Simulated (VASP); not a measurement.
# Os (P6_3/mmc) in VASP: a series of runs

Os is run at these levels: PBE; tasks: single point.

Program: VASP 6.6.1. These are calculated values, not measurements. Logs are shortened: lines on timing, memory, paths and dates and some standing lists are left out, and cuts for length are marked.

## (1) The cell of the first run

The structure is hexagonal, space group P6_3/mmc (No. 194). Conventional cell: a = 2.640 Å, b = 2.640 Å, c = 4.171 Å, α = 90.00°, β = 90.00°, γ = 120.00°. Os (site symmetry -6m2) has 12 Os at 2.58 to 2.64 Å within 3.4 Å.

## (2) Single point, PBE

The input, INCAR:

```
SYSTEM = Os
PREC = Accurate
ENCUT = 520
EDIFF = 1E-6
ISMEAR = -1
SIGMA = 0.1
LREAL = .False.
LASPH = .True.
NELM = 100
ALGO = Normal
ISIF = 2
LWAVE = .False.
LCHARG = .False.
GGA = PE
NBANDS = 15
```

The input, KPOINTS:

```
regular mesh
0
Gamma
  11 11 6
  0 0 0
```

The input, POSCAR:

```
Os
1.0
    2.6397445265      0.0000000000      0.0000000000
   -1.3198722632      2.2860857649      0.0000000000
    0.0000000000      0.0000000000      4.1706244947
Os
2
Direct
    0.3333333333      0.6666666667      0.2500000000
    0.6666666667      0.3333333333      0.7500000000
```

Potentials or basis: VASP PAW PBE potentials, release 64 (Os).

The run is started by

```console
$ cat potpaw_PBE.64/Os/POTCAR > POTCAR
$ mpirun -np 1 vasp_std > vasp.out
```

OUTCAR:

```text
SYSTEM = Os
   PREC = Accurate
   ENCUT = 520
   EDIFF = 1E-6
   ISMEAR = -1
   LREAL = .False.
   LASPH = .True.
   NELM = 100
   ISIF = 2
   GGA = PE

 ion  position               nearest neighbor table
   1  0.333  0.667  0.250-   2 2.58   2 2.58   2 2.58   2 2.58   2 2.58   2 2.58
   2  0.667  0.333  0.750-   1 2.58   1 2.58   1 2.58   1 2.58   1 2.58   1 2.58

  LATTYP: Found a hexagonal cell.
 ALAT       =     2.6397445265
 C/A-ratio  =     1.5799348963

  Lattice vectors:

 A1 = (   2.6397445265,   0.0000000000,   0.0000000000)
 A2 = (  -1.3198722632,   2.2860857649,   0.0000000000)
 A3 = (   0.0000000000,   0.0000000000,   4.1706244947)

Analysis of symmetry for initial positions (statically):
=====================================================================
 Subroutine PRICEL returns:
 Original cell was already a primitive cell.

 Routine SETGRP: Setting up the symmetry group for a
 hexagonal supercell.

 Subroutine GETGRP returns: Found 24 space group operations
 (whereof 12 operations were pure point group operations)
 out of a pool of 24 trial point group operations.

The static configuration has the point symmetry D_3d.
 The point group associated with its full space group is D_6h.

Analysis of symmetry for dynamics (positions and initial velocities):
=====================================================================
 Subroutine PRICEL returns:
 Original cell was already a primitive cell.

 Routine SETGRP: Setting up the symmetry group for a
 hexagonal supercell.

 Subroutine GETGRP returns: Found 24 space group operations
 (whereof 12 operations were pure point group operations)
 out of a pool of 24 trial point group operations.

The dynamic configuration has the point symmetry D_3d.
 The point group associated with its full space group is D_6h.

 Subroutine INISYM returns: Found 24 space group operations
 (whereof 12 operations are pure point group operations),
 and found     1 'primitive' translations

----------------------------------------------------------------------------------------

                                     Primitive cell

  volume of cell :      25.1684

  direct lattice vectors                    reciprocal lattice vectors
     2.639744526  0.000000000  0.000000000     0.378824538  0.218714454  0.000000000
    -1.319872263  2.286085765  0.000000000     0.000000000  0.437428908  0.000000000
     0.000000000  0.000000000  4.170624495     0.000000000  0.000000000  0.239772245

  length of vectors
     2.639744526  2.639744479  4.170624495     0.437428900  0.437428908  0.239772245

  position of ions in fractional coordinates (direct lattice)
     0.333333333  0.666666667  0.250000000
     0.666666667  0.333333333  0.750000000

  ion indices of the primitive-cell ions
   primitive index   ion index
                 1           1
                 2           2

----------------------------------------------------------------------------------------

 KPOINTS: regular mesh

Automatic generation of k-mesh.
 Grid dimensions read from file:
 generate k-points for:   11   11    6

 Generating k-lattice:

  Cartesian coordinates                     Fractional coordinates (reciprocal lattice)
     0.034438594  0.019883132  0.000000000     0.090909091 -0.000000000  0.000000000
     0.000000000  0.039766264  0.000000000     0.000000000  0.090909091  0.000000000
     0.000000000  0.000000000  0.039962041     0.000000000  0.000000000  0.166666667

  Length of vectors
     0.039766264  0.039766264  0.039962041

  Shift w.r.t. Gamma in fractional coordinates (k-lattice)
     0.000000000  0.000000000  0.000000000

 Subroutine IBZKPT returns following result:
 ===========================================

 Found     64 irreducible k-points:

 Following reciprocal coordinates:
            Coordinates               Weight
  0.000000  0.000000  0.000000      1.000000
  0.090909  0.000000  0.000000      6.000000
  0.181818  0.000000  0.000000      6.000000
  0.272727  0.000000  0.000000      6.000000
  0.363636  0.000000  0.000000      6.000000
  0.454545  0.000000  0.000000      6.000000
[... 16 lines left out ...]
  0.090909  0.090909  0.166667     12.000000
  0.181818  0.090909  0.166667     24.000000
 [... further k-points ...]
   k-points           NKPTS =     64   k-points in BZ     NKDIM =     64   number of bands    NBANDS=     15
   number of dos      NEDOS =    301   number of ions     NIONS =      2
   total plane-waves  NPLWV =  12800
   dimension x,y,z NGX =    20 NGY =   20 NGZ =   32
   dimension x,y,z NGXF=    40 NGYF=   40 NGZF=   64
   ions per type =               2
   NGX,Y,Z   is equivalent  to a cutoff of  12.60, 12.60, 12.76 a.u.
   NGXF,Y,Z  is equivalent  to a cutoff of  25.19, 25.19, 25.51 a.u.
 SYSTEM =  Os
   PREC   = accura    normal or accurate (medium, high low for compatibility)
   ISTART =      0    job   : 0-new  1-cont  2-samecut
   ICHARG =      2    charge: 1-file 2-atom 10-const
   ISPIN  =      1    spin polarized calculation?
   LNONCOLLINEAR =      F non collinear calculations
   LSORBIT =      F    spin-orbit coupling
   LASPH  =      T    aspherical Exc in radial PAW
   ENCUT  =  520.0 eV  38.22 Ry    6.18 a.u.   4.91  4.91  7.75*2*pi/ulx,y,z
   NELM   =    100;   NELMIN=  2; NELMDL= -5     # of ELM steps
   EDIFF  = 0.1E-05   stopping-criterion for ELM
   LREAL  =      F    real-space projection
   EDIFFG = 0.1E-04   stopping-criterion for IOM
   NSW    =      0    number of steps for IOM
   IBRION =     -1    ionic relax: 0-MD 1-quasi-New 2-CG
   NFREE  =      0    steps in history (QN), initial steepest desc. (CG)
   ISIF   =      2    stress and relaxation
   ISYM   =      2    0-nonsym 1-usesym 2-fastsym
   POTIM  = 0.5000    time-step for ionic-motion
   TEBEG  =    0.0;   TEEND  =   0.0 temperature during run
   PSTRESS=    0.0 pullay stress
   NELECT =      16.0000    total number of electrons
   NUPDOWN=      -1.0000    fix difference up-down
   EMIN   =  10.00;   EMAX   =-10.00  energy-range for DOS
   EFERMI =   0.00;   METHOD = LEGACY
   ISMEAR =    -1;   SIGMA  =   0.10  broadening in eV -4-tet -1-fermi 0-gaus
   EFERMI_NEDOS =   21; number of points for ismear=-14 and -15
   IALGO  =     38    algorithm
   IMIX   =      4    mixing-type and parameters
     AMIX     =   0.40;   BMIX     =  1.00
     AMIX_MAG =   1.60;   BMIX_MAG =  1.00
  volume/ion in A,a.u.               =      12.58        84.92
  Fermi-wavevector in a.u.,A,eV,Ry     =   1.407655  2.660083 26.959855  1.981493
  Thomas-Fermi vector in A             =   2.529892
   LORBIT       =      0    0 simple, 1 ext, 2 COOP (PROOUT), +10 PAW based schemes
   GGA     = PE    functional components
   LHFCALC =     F    Hartree Fock is set to
   AEXX    =    0.0000 exact exchange contribution
   IVDW    =     0    specifies the selected vdW correction
   LEPSILON=     F    determine dielectric tensor
   LRPA    =     F    only Hartree local field effects (RPA)
 non-spin polarized calculation
  energy-cutoff  :      520.00
  volume of cell :       25.17
 maximum number of plane-waves:       695
 NGX is ok and might be reduce to    20
   NGX =  9   NGY =  9   NGZ = 15

 number of electron      16.0000002 magnetization

 Free energy of the ion-electron system (eV)
  ---------------------------------------------------
  ext. energy  EPLUGINS =         0.00000000
  ---------------------------------------------------
  free energy    TOTEN  =       -21.85485229 eV

  energy without entropy =      -21.80992569  energy(sigma->0) =      -21.83238899

 E-fermi :  11.1298     XC(G=0): -14.6756

 val. band max:       11.1012095905   @ k =   0.0909   0.0000   0.3333
 cond. band min:      11.1805202454   @ k =   0.3636   0.0909   0.3333
 fundamental gap:      0.0793106549
 Fermi energy:        11.1298312128

 k-point     1 :       0.0000    0.0000    0.0000
  band No.  band energies     occupation
      1      -0.7666      2.00000
      2       2.2919      2.00000
      3       7.5760      2.00000
      4       7.5760      2.00000
      5       7.8881      2.00000
      6       8.5810      2.00000
      7       8.5810      2.00000
      8       9.3460      2.00000
      9       9.3460      2.00000
     10      11.2440      0.48397
     11      13.1386      0.00000
     12      13.1386      0.00000
     13      21.5567      0.00000
     14      25.1084      0.00000
     15      27.9902      0.00000

 k-point     2 :       0.0909    0.0000    0.0000
  band No.  band energies     occupation
      1      -0.3907      2.00000
      2       2.6239      2.00000
      3       6.9291      2.00000
      4       7.9172      2.00000
      5       8.3069      2.00000
      6       8.4848      2.00000
      7       8.7890      2.00000
      8       8.9019      2.00000
      9       9.0700      2.00000
     10      10.0282      1.99997
     11      13.3398      0.00000
     12      14.9869      0.00000
     13      21.5591      0.00000
     14      25.9213      0.00000
     15      28.4786      0.00000

 k-point     3 :       0.1818    0.0000    0.0000
  band No.  band energies     occupation
      1       0.6335      2.00000
      2       3.3814      2.00000
      3       6.1900      2.00000
      4       7.1052      2.00000
      5       7.8243      2.00000
      6       8.4550      2.00000
      7       8.9062      2.00000
      8       9.3117      2.00000
      9       9.3502      2.00000
     10       9.8244      2.00000
     11      13.7458      0.00000
     12      17.6731      0.00000
     13      21.3687      0.00000
     14      27.6757      0.00000
     15      28.8203      0.00000

 k-point     4 :       0.2727    0.0000    0.0000
  band No.  band energies     occupation
      1       1.9388      2.00000
      2       3.6421      2.00000
      3       5.4948      2.00000
      4       6.2217      2.00000
      5       7.6929      2.00000
      6       7.8083      2.00000
      7       8.8256      2.00000
      8      10.4215      1.99832
      9      10.6887      1.97601
     10      11.2150      0.59799
     11      14.1031      0.00000
     12      20.3527      0.00000
     13      20.9252      0.00000
     14      25.9706      0.00000
     15      27.1760      0.00000
[... 307 lines left out ...]
 k-point    22 :       0.4545    0.0000    0.1667
  band No.  band energies     occupation
      1       2.5559      2.00000
      2       2.9822      2.00000
      3       4.7525      2.00000
      4       6.0647      2.00000
      5       7.3568      2.00000
      6       8.8318      2.00000
      7      10.1434      1.99990
      8      13.2101      0.00000
      9      13.6432      0.00000
     10      14.2452      0.00000
     11      14.9434      0.00000
     12      18.1404      0.00000
     13      21.0836      0.00000
     14      23.5927      0.00000
     15      25.0396      0.00000

 k-point    23 :       0.0909    0.0909    0.1667
  band No.  band energies     occupation
      1       0.6569      2.00000
      2       3.3254      2.00000
      3       6.3462      2.00000
      4       6.8755      2.00000
      5       7.7045      2.00000
      6       8.1269      2.00000
      7       8.7213      2.00000
      8       9.0875      2.00000
      9       9.9485      1.99999
     10       9.9972      1.99998
     11      13.5101      0.00000
     12      15.8493      0.00000
     13      23.0513      0.00000
     14      26.6833      0.00000
     15      29.0096      0.00000

 k-point    24 :       0.1818    0.0909    0.1667
  band No.  band energies     occupation
      1       1.7755      2.00000
      2       4.0875      2.00000
      3       5.6539      2.00000
      4       5.8916      2.00000
      5       7.2985      2.00000
      6       8.0313      2.00000
      7       8.7520      2.00000
      8       9.8082      2.00000
      9      10.5251      1.99528
     10      10.9822      1.62795
     11      13.7078      0.00000
     12      17.6030      0.00000
     13      22.8837      0.00000
     14      27.6006      0.00000
     15      28.3168      0.00000

 [... further k-points ...]
[... 5 lines left out ...]
  --------------------------------------------------------------------------------------
  -------------------------------------------------------------------------------------
  Total       10.7152776     10.7152771     11.4460752      0.0000000     -0.0000000      0.0000000
  in kB      682.1164162    682.1163837    728.6377530      0.0000000     -0.0000000      0.0000000
  external PRESSURE =     697.6235177 kB  Pullay stress =       0.0000000 kB

 VOLUME and BASIS-vectors are now :
 -----------------------------------------------------------------------------
  energy-cutoff  :      520.00
  volume of cell :       25.17
      direct lattice vectors                 reciprocal lattice vectors
     2.639744526  0.000000000  0.000000000     0.378824538  0.218714454  0.000000000
    -1.319872263  2.286085765  0.000000000     0.000000000  0.437428908  0.000000000
     0.000000000  0.000000000  4.170624495     0.000000000  0.000000000  0.239772245

 POSITION                                       TOTAL-FORCE (eV/Angst)
 -----------------------------------------------------------------------------------
     -0.00000      1.52406      1.04266        -0.000000      0.000000      0.000000
      1.31987      0.76203      3.12797         0.000000     -0.000000      0.000000
 -----------------------------------------------------------------------------------
    total drift:                               -0.000000      0.000000     -0.000000

  FREE ENERGIE OF THE ION-ELECTRON SYSTEM (eV)
  ---------------------------------------------------
  free  energy   TOTEN  =       -21.8548522948 eV

  energy  without entropy=      -21.8099256885  energy(sigma->0) =      -21.83238899
```

Wall time 8.4 s (1 thread of Intel Xeon 6975P-C (Granite Rapids), shared host); peak memory 0.14 GiB.

What came out:

```yaml
Free_energy: -21.8549 eV
Pressure: 69.8 GPa
Band_gap_on_the_k_mesh: zero (band 8 reaches 13.67 eV, above the bottom of band 9 at 9.07 eV)
```

Caveat: spin-orbit coupling is left out, which moves the levels of the heavy elements.

## (3) Single point, PBE

This run uses another cell than the first one, of 12.93 Å³/atom, 1.028 times its volume.

The input, INCAR:

```
ALGO = Normal
EDIFF = 1E-6
ENCUT = 520
GGA = PE
ISIF = 2
ISMEAR = -1
LASPH = T
LCHARG = F
LREAL = F
LWAVE = F
NBANDS = 15
NELM = 60
PREC = Accurate
SIGMA = 0.1
```

The input, KPOINTS:

```
k-points
0
Gamma
  11 11 6
```

The input, POSCAR:

```
Os
1.0
    2.6639637190      0.0000000000      0.0000000000
   -1.3319818595      2.3070602004      0.0000000000
    0.0000000000      0.0000000000      4.2088892421
Os
2
Direct
    0.3333333333      0.6666666667      0.2500000000
    0.6666666667      0.3333333333      0.7500000000
```

Potentials or basis: VASP PAW PBE potentials, release 64 (Os).

The run is started by

```console
$ cat potpaw_PBE.64/Os/POTCAR > POTCAR
$ mpirun -np 1 vasp_std > vasp.out
```

It took 9.1 s on 1 thread of Intel Xeon 6975P-C (Granite Rapids), shared host; peak memory 0.14 GiB.

Results (log left out):

```
Free energy            : -22.1181 eV
Pressure               : 51.1 GPa
Band gap on the k mesh : zero (band 8 reaches 13.11 eV, above the bottom of band 9 at 8.70 eV)
```

Stress tensor (GPa, compression positive):
```
50.00  0.00  0.00
 0.00 50.00  0.00
 0.00  0.00 53.39
```

Levels at points of the mesh, in eV from the Fermi level:
| k point | band 5 | band 6 | band 7 | band 8 | band 9 | band 10 | band 11 | band 12 |
| --- | --- | --- | --- | --- | --- | --- | --- | --- |
| (0.00, 0.00, 0.00) | -3.11 | -2.45 | -2.45 | -1.71 | -1.71 | 0.09 | 1.93 | 1.93 |
| (0.00, 0.00, 0.50) | -3.62 | -3.62 | -3.62 | -3.62 | 1.07 | 1.07 | 1.07 | 1.07 |

Caveat: spin-orbit coupling is left out, which moves the levels of the heavy elements.

## (4) Single point, PBE

This run uses another cell than the first one, of 13.28 Å³/atom, 1.056 times its volume.

The input, INCAR:

```
  PREC = Accurate
  ENCUT = 520
  EDIFF = 1E-7
  ISMEAR = -1
  SIGMA = 0.1
  LREAL = False
  LASPH = True
  NELM = 100
  ALGO = Normal
  ISIF = 2
  LWAVE = False
  LCHARG = True
  GGA = PE
  LELF = True
  LVHAR = True
  NBANDS = 15
```

The input, KPOINTS:

```
Automatic mesh
0
Gamma
  11 11 6
```

The input, POSCAR:

```
Os
1.0
    2.6877503679      0.0000000000      0.0000000000
   -1.3438751840      2.3276600421      0.0000000000
    0.0000000000      0.0000000000      4.2464705989
Os
2
Direct
    0.3333333333      0.6666666667      0.2500000000
    0.6666666667      0.3333333333      0.7500000000
```

The run is started by

```console
$ cat potpaw_PBE.64/Os/POTCAR > POTCAR
$ mpirun -np 1 vasp_std > vasp.out
```

Run time: 10 s. Hardware: 1 thread of Intel Xeon 6975P-C (Granite Rapids), shared host; peak memory 0.14 GiB.

The run converged. Its results:

| Property | Result |
| --- | --- |
| Free energy | -22.3056 eV |
| Pressure | 35.0 GPa |
| Band gap on the k mesh | zero (band 8 reaches 12.57 eV, above the bottom of band 9 at 8.34 eV) |

Stress tensor (GPa, compression positive):
```
34.25  0.00  0.00
 0.00 34.25  0.00
 0.00  0.00 36.55
```

Levels at points of the mesh, in eV from the Fermi level:
| k point | band 6 | band 7 | band 8 | band 9 | band 10 | band 11 |
| --- | --- | --- | --- | --- | --- | --- |
| (0.00, 0.00, 0.00) | -2.35 | -2.35 | -1.65 | -1.65 | 0.07 | 1.86 |
| (0.00, 0.00, 0.50) | -3.48 | -3.48 | -3.48 | 1.02 | 1.02 | 1.02 |

Caveat: spin-orbit coupling is left out, which moves the levels of the heavy elements.

## (5) Summary

| cell | gap on the mesh (eV) | pressure (GPa) |
| --- | --- | --- |
| a = 2.640, b = 2.640, c = 4.171 Å, angles 90.0, 90.0, 120.0°, 2 atoms | none | 69.8 |
| a = 2.664, b = 2.664, c = 4.209 Å, angles 90.0, 90.0, 120.0°, 2 atoms | none | 51.1 |
| a = 2.688, b = 2.688, c = 4.246 Å, angles 90.0, 90.0, 120.0°, 2 atoms | none | 35.0 |

Alike in all rows: task single point; level PBE; potentials or basis VASP PAW PBE potentials, release 64 (Os); no spin polarisation; k mesh 11 × 11 × 6; cutoff (eV) 520; smearing fermi-dirac 0.1 eV.

Caveats: spin-orbit coupling is left out, which moves the levels of the heavy elements.

Absolute energies hang on the potentials; compare differences alone.
